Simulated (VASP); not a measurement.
# KBr (I4/mmm) in VASP: notebook, part 2 of 2

VASP 6.6.1. Earlier steps stand in the parts before.

## (5) Single point, PBE (strain +0.030 along x and y, +0.000 along z)

File INCAR:

```
SYSTEM = KBr
PREC = Accurate ; ENCUT = 520
EDIFF = 1E-6 ; ISMEAR = 0
SIGMA = 0.05 ; LREAL = .FALSE.
LASPH = .TRUE. ; NELM = 80
ALGO = Normal ; ISIF = 2
LWAVE = .FALSE. ; LCHARG = .FALSE.
GGA = PE ; NBANDS = 15
```

File KPOINTS:

```
regular mesh
0
G
  6 6 6
  0 0 0
```

File POSCAR:

```
KBr
1.0
    0.0000000000      3.3912750000      3.2925000000
    3.3912750000      0.0000000000      3.2925000000
    3.3912750000      3.3912750000      0.0000000000
K Br
1 1
Direct
    0.0000000000      0.0000000000      0.0000000000
    0.5000000000      0.5000000000      0.5000000000
```

Potentials or basis: VASP PAW PBE potentials, release 64 (K_sv, Br).

The run is started by

```sh
$ cat potpaw_PBE.64/K_sv/POTCAR potpaw_PBE.64/Br/POTCAR > POTCAR
$ mpirun -np 1 vasp_std > vasp.out
```

OUTCAR:

```text
SYSTEM = KBr
   PREC = Accurate
   ENCUT = 520
   EDIFF = 1E-6
   ISMEAR = 0
   LREAL = .FALSE.
   LASPH = .TRUE.
   NELM = 80
   ISIF = 2
   GGA = PE

 ion  position               nearest neighbor table
   1  0.000  0.000  0.000-   2 3.29   2 3.29
   2  0.500  0.500  0.500-   1 3.29   1 3.29

  LATTYP: Found a body centered tetragonal cell.
 ALAT       =     4.7959870987
 C/A-ratio  =     1.3730228761

  Lattice vectors:

 A1 = (   0.0000000000,  -3.3912750000,  -3.2925000000)
 A2 = (   0.0000000000,   3.3912750000,  -3.2925000000)
 A3 = (   3.3912750000,   0.0000000000,   3.2925000000)

Analysis of symmetry for initial positions (statically):
=====================================================================
 Subroutine PRICEL returns:
 Original cell was already a primitive cell.

 Routine SETGRP: Setting up the symmetry group for a
 body centered tetragonal supercell.

 Subroutine GETGRP returns: Found 16 space group operations
 (whereof 16 operations were pure point group operations)
 out of a pool of 16 trial point group operations.

The static configuration has the point symmetry D_4h.

Analysis of symmetry for dynamics (positions and initial velocities):
=====================================================================
 Subroutine PRICEL returns:
 Original cell was already a primitive cell.

 Routine SETGRP: Setting up the symmetry group for a
 body centered tetragonal supercell.

 Subroutine GETGRP returns: Found 16 space group operations
 (whereof 16 operations were pure point group operations)
 out of a pool of 16 trial point group operations.

The dynamic configuration has the point symmetry D_4h.

 Subroutine INISYM returns: Found 16 space group operations
 (whereof 16 operations are pure point group operations),
 and found     1 'primitive' translations

----------------------------------------------------------------------------------------

                                     Primitive cell

  volume of cell :      75.7324

  direct lattice vectors                    reciprocal lattice vectors
     0.000000000  3.391275000  3.292500000    -0.147437173  0.147437173  0.151860289
     3.391275000  0.000000000  3.292500000     0.147437173 -0.147437173  0.151860289
     3.391275000  3.391275000  0.000000000     0.147437173  0.147437173 -0.151860289

  length of vectors
     4.726658690  4.726658690  4.795987099     0.257947645  0.257947645  0.257947645

  position of ions in fractional coordinates (direct lattice)
     0.000000000  0.000000000  0.000000000
     0.500000000  0.500000000  0.500000000

  ion indices of the primitive-cell ions
   primitive index   ion index
                 1           1
                 2           2

----------------------------------------------------------------------------------------

 KPOINTS: regular mesh

Automatic generation of k-mesh.
 Grid dimensions read from file:
 generate k-points for:    6    6    6

 Generating k-lattice:

  Cartesian coordinates                     Fractional coordinates (reciprocal lattice)
    -0.024572862  0.024572862  0.025310048     0.166666667  0.000000000  0.000000000
     0.024572862 -0.024572862  0.025310048     0.000000000  0.166666667  0.000000000
     0.024572862  0.024572862 -0.025310048     0.000000000  0.000000000  0.166666667

  Length of vectors
     0.042991274  0.042991274  0.042991274

  Shift w.r.t. Gamma in fractional coordinates (k-lattice)
     0.000000000  0.000000000  0.000000000

 Subroutine IBZKPT returns following result:
 ===========================================

 Found     30 irreducible k-points:

 Following reciprocal coordinates:
            Coordinates               Weight
  0.000000  0.000000  0.000000      1.000000
  0.166667 -0.000000  0.000000      8.000000
  0.333333  0.000000  0.000000      8.000000
  0.500000 -0.000000  0.000000      4.000000
  0.166667  0.166667  0.000000      2.000000
  0.333333  0.166667  0.000000      8.000000
[... 16 lines left out ...]
  0.333333  0.000000  0.333333      4.000000
  0.500000 -0.000000  0.333333     16.000000
 [... further k-points ...]
   k-points           NKPTS =     30   k-points in BZ     NKDIM =     30   number of bands    NBANDS=     15
   number of dos      NEDOS =    301   number of ions     NIONS =      2
   total plane-waves  NPLWV =  46656
   dimension x,y,z NGX =    36 NGY =   36 NGZ =   36
   dimension x,y,z NGXF=    72 NGYF=   72 NGZF=   72
   ions per type =               1   1
   NGX,Y,Z   is equivalent  to a cutoff of  12.66, 12.66, 12.48 a.u.
   NGXF,Y,Z  is equivalent  to a cutoff of  25.32, 25.32, 24.96 a.u.
 SYSTEM =  KBr
   PREC   = accura    normal or accurate (medium, high low for compatibility)
   ISTART =      0    job   : 0-new  1-cont  2-samecut
   ICHARG =      2    charge: 1-file 2-atom 10-const
   ISPIN  =      1    spin polarized calculation?
   LNONCOLLINEAR =      F non collinear calculations
   LSORBIT =      F    spin-orbit coupling
   LASPH  =      T    aspherical Exc in radial PAW
   ENCUT  =  520.0 eV  38.22 Ry    6.18 a.u.   8.79  8.79  8.92*2*pi/ulx,y,z
   NELM   =     80;   NELMIN=  2; NELMDL= -5     # of ELM steps
   EDIFF  = 0.1E-05   stopping-criterion for ELM
   LREAL  =      F    real-space projection
[... 7 lines left out ...]
   TEBEG  =    0.0;   TEEND  =   0.0 temperature during run
   PSTRESS=    0.0 pullay stress
   NELECT =      16.0000    total number of electrons
   NUPDOWN=      -1.0000    fix difference up-down
   EMIN   =  10.00;   EMAX   =-10.00  energy-range for DOS
   EFERMI =   0.00;   METHOD = LEGACY
   ISMEAR =     0;   SIGMA  =   0.05  broadening in eV -4-tet -1-fermi 0-gaus
   EFERMI_NEDOS =   21; number of points for ismear=-14 and -15
   IALGO  =     38    algorithm
   IMIX   =      4    mixing-type and parameters
     AMIX     =   0.40;   BMIX     =  1.00
     AMIX_MAG =   1.60;   BMIX_MAG =  1.00
  volume/ion in A,a.u.               =      37.87       255.53
  Fermi-wavevector in a.u.,A,eV,Ry     =   0.975037  1.842552 12.935008  0.950696
  Thomas-Fermi vector in A             =   2.105544
   LORBIT       =      0    0 simple, 1 ext, 2 COOP (PROOUT), +10 PAW based schemes
   GGA     = PE    functional components
   LHFCALC =     F    Hartree Fock is set to
   AEXX    =    0.0000 exact exchange contribution
   IVDW    =     0    specifies the selected vdW correction
   LEPSILON=     F    determine dielectric tensor
   LRPA    =     F    only Hartree local field effects (RPA)
 non-spin polarized calculation
 Gauss-broadening in eV      SIGMA  =   0.05
  energy-cutoff  :      520.00
  volume of cell :       75.73
 maximum number of plane-waves:      2060
   NGX = 17   NGY = 17   NGZ = 17

 number of electron      16.0000001 magnetization

 Free energy of the ion-electron system (eV)
  ---------------------------------------------------
  ext. energy  EPLUGINS =         0.00000000
  ---------------------------------------------------
  free energy    TOTEN  =        -6.22005570 eV

  energy without entropy =       -6.22005570  energy(sigma->0) =       -6.22005570

 E-fermi :  -1.6759     XC(G=0):  -7.1630

 val. band max:       -1.9345764373   @ k =   0.0000   0.0000   0.0000
 cond. band min:       2.3568280818   @ k =   0.0000   0.0000   0.0000
 fundamental gap:      4.2914045191
 Fermi energy:        -1.6758864165

 k-point     1 :       0.0000    0.0000    0.0000
  band No.  band energies     occupation
      1     -29.8342      2.00000
      2     -14.1726      2.00000
      3     -13.3086      2.00000
      4     -13.3086      2.00000
      5     -13.3066      2.00000
      6      -1.9423      2.00000
      7      -1.9423      2.00000
      8      -1.9346      2.00000
      9       2.3568      0.00000
     10       5.5930      0.00000
     11       5.5930      0.00000
     12       5.7653      0.00000
     13       6.3740      0.00000
     14       6.5090      0.00000
     15       9.5276      0.00000
[... 397 lines left out ...]
 k-point    24 :       0.5000   -0.0000    0.3333
  band No.  band energies     occupation
      1     -29.8292      2.00000
      2     -14.1675      2.00000
      3     -13.3567      2.00000
      4     -13.3290      2.00000
      5     -13.2636      2.00000
      6      -2.6905      2.00000
      7      -2.3313      2.00000
      8      -2.2034      2.00000
      9       4.3818      0.00000
     10       5.2906      0.00000
     11       6.7662      0.00000
     12       7.5063      0.00000
     13       7.6020      0.00000
     14       8.3586      0.00000
     15       8.7490      0.00000

 [... further k-points ...]
[... 5 lines left out ...]
  --------------------------------------------------------------------------------------
  -------------------------------------------------------------------------------------
  Total       -0.1227138     -0.1227138      0.2495362      0.0000000     -0.0000000      0.0000000
  in kB       -2.5961043     -2.5961043      5.2791298      0.0000000     -0.0000000      0.0000000
  external PRESSURE =       0.0289737 kB  Pullay stress =       0.0000000 kB

 VOLUME and BASIS-vectors are now :
 -----------------------------------------------------------------------------
  energy-cutoff  :      520.00
  volume of cell :       75.73
      direct lattice vectors                 reciprocal lattice vectors
     0.000000000  3.391275000  3.292500000    -0.147437173  0.147437173  0.151860289
     3.391275000  0.000000000  3.292500000     0.147437173 -0.147437173  0.151860289
     3.391275000  3.391275000  0.000000000     0.147437173  0.147437173 -0.151860289

 POSITION                                       TOTAL-FORCE (eV/Angst)
 -----------------------------------------------------------------------------------
      0.00000      0.00000      0.00000        -0.000000     -0.000000     -0.000000
      3.39127      3.39127      3.29250         0.000000      0.000000      0.000000
 -----------------------------------------------------------------------------------
    total drift:                                0.000000      0.000000      0.000000

  FREE ENERGIE OF THE ION-ELECTRON SYSTEM (eV)
  ---------------------------------------------------
  free  energy   TOTEN  =        -6.2200557007 eV

  energy  without entropy=       -6.2200557007  energy(sigma->0) =       -6.22005570
```

stdout:

```text
POSCAR found type information on POSCAR K Br
 POSCAR found :  2 types and       2 ions
 scaLAPACK will be used
 LDA part: xc-table for (Slater+PW92), standard interpolation
 POSCAR, INCAR and KPOINTS ok, starting setup
 FFT: planning ... GRIDC
 FFT: planning ... GRID_SOFT
 FFT: planning ... GRID
 WAVECAR not read
 entering main loop
```

Wall time 36 s (1 thread of Intel Xeon Platinum 8488C (Sapphire Rapids), shared host); peak memory 0.22 GiB.

Results:

```
Free energy            : -6.2201 eV
Pressure               : 0.0 GPa
Band gap on the k mesh : 4.29 eV, direct
```

Stress tensor (GPa, compression positive):
```
-0.26  0.00  0.00
 0.00 -0.26  0.00
 0.00  0.00  0.53
```

Levels at points of the mesh, in eV from the valence-band top:
| k point | band 5 | band 6 | band 7 | band 8 | band 9 | band 10 | band 11 | band 12 |
| --- | --- | --- | --- | --- | --- | --- | --- | --- |
| (0.00, 0.00, 0.00) | -11.37 | -0.01 | -0.01 | 0.00 | 4.29 | 7.53 | 7.53 | 7.70 |
| (0.50, 0.00, 0.00) | -11.14 | -1.09 | -0.30 | -0.30 | 6.47 | 8.03 | 9.61 | 9.63 |
| (0.50, 0.50, 0.00) | -11.41 | -0.74 | -0.30 | -0.30 | 5.89 | 7.03 | 9.32 | 9.32 |
| (0.50, 0.00, 0.50) | -11.40 | -0.77 | -0.27 | -0.25 | 5.93 | 6.99 | 9.16 | 9.25 |

Caveat: the cell differs from its parent crystal (strain +0.030 along x and y, +0.000 along z).

## (6) Single point, PBE (strain +0.030 along x and y, -0.015 along z)

File INCAR:

```
SYSTEM = KBr
ALGO     = Normal         ! electronic algorithm
EDIFF    = 1E-6           ! SCF threshold, eV
ENCUT    = 520            ! plane-wave cutoff, eV
GGA      = PE             ! functional
ISIF     = 2              ! what is computed and relaxed
ISMEAR   = 0              ! smearing method
LASPH    = .TRUE.         ! aspherical terms in the spheres
LCHARG   = .FALSE.        ! write CHGCAR
LREAL    = .FALSE.        ! projectors in reciprocal space
LWAVE    = .FALSE.        ! write WAVECAR
NBANDS   = 15             ! bands
NELM     = 60             ! most SCF steps
PREC     = Accurate       ! precision mode
SIGMA    = 0.05           ! smearing width, eV
```

File KPOINTS:

```
k-points
0
G
  6 6 6
  0 0 0
```

File POSCAR:

```
KBr
1.0
    0.0000000000      3.3912750000      3.2431125000
    3.3912750000      0.0000000000      3.2431125000
    3.3912750000      3.3912750000      0.0000000000
K Br
1 1
Direct
    0.0000000000      0.0000000000      0.0000000000
    0.5000000000      0.5000000000      0.5000000000
```

Potentials or basis: VASP PAW PBE potentials, release 64 (K_sv, Br).

The run is started by

```sh
$ cat potpaw_PBE.64/K_sv/POTCAR potpaw_PBE.64/Br/POTCAR > POTCAR
$ mpirun -np 1 vasp_std > vasp.out
```

OUTCAR:

```text
SYSTEM = KBr
   EDIFF = 1E-6
   ENCUT = 520
   GGA = PE
   ISIF = 2
   ISMEAR = 0
   LASPH = .TRUE.
   LREAL = .FALSE.
   NELM = 60
   PREC = Accurate

 ion  position               nearest neighbor table
   1  0.000  0.000  0.000-   2 3.24   2 3.24
   2  0.500  0.500  0.500-   1 3.24   1 3.24

  LATTYP: Found a body centered tetragonal cell.
 ALAT       =     4.7959870987
 C/A-ratio  =     1.3524275329

  Lattice vectors:

 A1 = (   0.0000000000,  -3.3912750000,  -3.2431125000)
 A2 = (   0.0000000000,   3.3912750000,  -3.2431125000)
 A3 = (   3.3912750000,   0.0000000000,   3.2431125000)

Analysis of symmetry for initial positions (statically):
=====================================================================
 Subroutine PRICEL returns:
 Original cell was already a primitive cell.

 Routine SETGRP: Setting up the symmetry group for a
 body centered tetragonal supercell.

 Subroutine GETGRP returns: Found 16 space group operations
 (whereof 16 operations were pure point group operations)
 out of a pool of 16 trial point group operations.

The static configuration has the point symmetry D_4h.

Analysis of symmetry for dynamics (positions and initial velocities):
[... 167 lines left out ...]
  band No.  band energies     occupation
      1     -29.7414      2.00000
      2     -14.1349      2.00000
      3     -13.2175      2.00000
      4     -13.2175      2.00000
      5     -13.2163      2.00000
      6      -1.8888      2.00000
      7      -1.8888      2.00000
      8      -1.8734      2.00000
      9       2.4492      0.00000
     10       5.6269      0.00000
     11       5.6269      0.00000
     12       5.8912      0.00000
     13       6.4096      0.00000
     14       6.6217      0.00000
[... 401 lines left out ...]
      2     -14.1299      2.00000
      3     -13.2699      2.00000
      4     -13.2385      2.00000
      5     -13.1704      2.00000
      6      -2.6544      2.00000
      7      -2.2834      2.00000
      8      -2.1481      2.00000
      9       4.4434      0.00000
     10       5.4057      0.00000
     11       6.8658      0.00000
     12       7.5987      0.00000
     13       7.7056      0.00000
     14       8.4634      0.00000
     15       8.8417      0.00000

 [... further k-points ...]
[... 5 lines left out ...]
  --------------------------------------------------------------------------------------
  -------------------------------------------------------------------------------------
  Total       -0.0861380     -0.0861380      0.5383687      0.0000000      0.0000000     -0.0000000
  in kB       -1.8500669     -1.8500669     11.5630498      0.0000000      0.0000000     -0.0000000
  external PRESSURE =       2.6209720 kB  Pullay stress =       0.0000000 kB

 VOLUME and BASIS-vectors are now :
 -----------------------------------------------------------------------------
  energy-cutoff  :      520.00
  volume of cell :       74.60
      direct lattice vectors                 reciprocal lattice vectors
     0.000000000  3.391275000  3.243112500    -0.147437173  0.147437173  0.154172882
     3.391275000  0.000000000  3.243112500     0.147437173 -0.147437173  0.154172882
     3.391275000  3.391275000  0.000000000     0.147437173  0.147437173 -0.154172882

 POSITION                                       TOTAL-FORCE (eV/Angst)
 -----------------------------------------------------------------------------------
      0.00000      0.00000      0.00000         0.000000      0.000000     -0.000000
      3.39127      3.39127      3.24311         0.000000      0.000000      0.000000
 -----------------------------------------------------------------------------------
    total drift:                                0.000000      0.000000      0.000000

  FREE ENERGIE OF THE ION-ELECTRON SYSTEM (eV)
  ---------------------------------------------------
  free  energy   TOTEN  =        -6.2140732156 eV

  energy  without entropy=       -6.2140732156  energy(sigma->0) =       -6.21407322
```

OSZICAR:

```text
N       E                     dE             d eps       ncg     rms          rms(c)
DAV:   1     0.969616616593E+02    0.96962E+02   -0.67106E+03   900   0.927E+02
DAV:   2    -0.197222126782E+00   -0.97159E+02   -0.89857E+02  1174   0.227E+02
DAV:   3    -0.616697257171E+01   -0.59698E+01   -0.59367E+01  1243   0.487E+01
DAV:   4    -0.639541892966E+01   -0.22845E+00   -0.22837E+00  1368   0.844E+00
DAV:   5    -0.639725099998E+01   -0.18321E-02   -0.18320E-02  1278   0.857E-01    0.297E+00
DAV:   6    -0.621599231835E+01    0.18126E+00   -0.22938E-01  1110   0.226E+00    0.216E+00
DAV:   7    -0.620339549625E+01    0.12597E-01   -0.11105E-01  1222   0.177E+00    0.100E+00
DAV:   8    -0.621293016818E+01   -0.95347E-02   -0.12774E-02  1036   0.806E-01    0.118E-01
DAV:   9    -0.621373490732E+01   -0.80474E-03   -0.86917E-04  1215   0.179E-01    0.791E-02
DAV:  10    -0.621405473647E+01   -0.31983E-03   -0.32736E-04   935   0.105E-01    0.126E-02
DAV:  11    -0.621407095852E+01   -0.16222E-04   -0.28019E-05  1228   0.294E-02    0.545E-03
DAV:  12    -0.621407309287E+01   -0.21343E-05   -0.44916E-06   948   0.140E-02    0.201E-03
DAV:  13    -0.621407321557E+01   -0.12270E-06   -0.15211E-07  1003   0.220E-03
   1 F= -.62140732E+01 E0= -.62140732E+01  d E =-.346293E-21
```

Wall time 39 s (1 thread of Intel Xeon Platinum 8488C (Sapphire Rapids), shared host); peak memory 0.21 GiB.

Results:

| Item | Value |
| --- | --- |
| Free energy | -6.2141 eV |
| Pressure | 0.3 GPa |
| Band gap on the k mesh | 4.32 eV, direct |

Levels at points of the mesh, in eV from the valence-band top:
| k point | band 6 | band 7 | band 8 | band 9 | band 10 | band 11 |
| --- | --- | --- | --- | --- | --- | --- |
| (0.00, 0.00, 0.00) | -0.02 | -0.02 | 0.00 | 4.32 | 7.50 | 7.50 |
| (0.50, 0.00, 0.00) | -1.12 | -0.32 | -0.32 | 6.50 | 8.07 | 9.65 |
| (0.50, 0.50, 0.00) | -0.75 | -0.32 | -0.32 | 5.85 | 7.10 | 9.36 |
| (0.50, 0.00, 0.50) | -0.80 | -0.27 | -0.25 | 5.92 | 7.03 | 9.21 |

Caveat: the cell differs from its parent crystal (strain +0.030 along x and y, -0.015 along z).

## (7) Overview

```tsv
cell	gap on the mesh (eV)	pressure (GPa)
a = 4.623, b = 4.623, c = 4.726 Å, angles 59.3, 59.3, 61.5°, 2 atoms	4.43	1.0
a = 4.657, b = 4.657, c = 4.726 Å, angles 59.5, 59.5, 61.0°, 2 atoms	4.40	0.7
a = 4.658, b = 4.658, c = 4.796 Å, angles 59.0, 59.0, 62.0°, 2 atoms	4.35	0.6
a = 4.727, b = 4.727, c = 4.796 Å, angles 59.5, 59.5, 61.0°, 2 atoms	4.29	0.0
a = 4.692, b = 4.692, c = 4.796 Å, angles 59.3, 59.3, 61.5°, 2 atoms	4.32	0.3
```

Alike in all rows: task single point; level PBE; potentials or basis VASP PAW PBE potentials, release 64 (K_sv, Br); no spin polarisation; k mesh 6 × 6 × 6; cutoff (eV) 520; smearing gaussian 0.05 eV.

Total energies depend on the potentials used, so only differences within one code and one set of settings carry meaning.
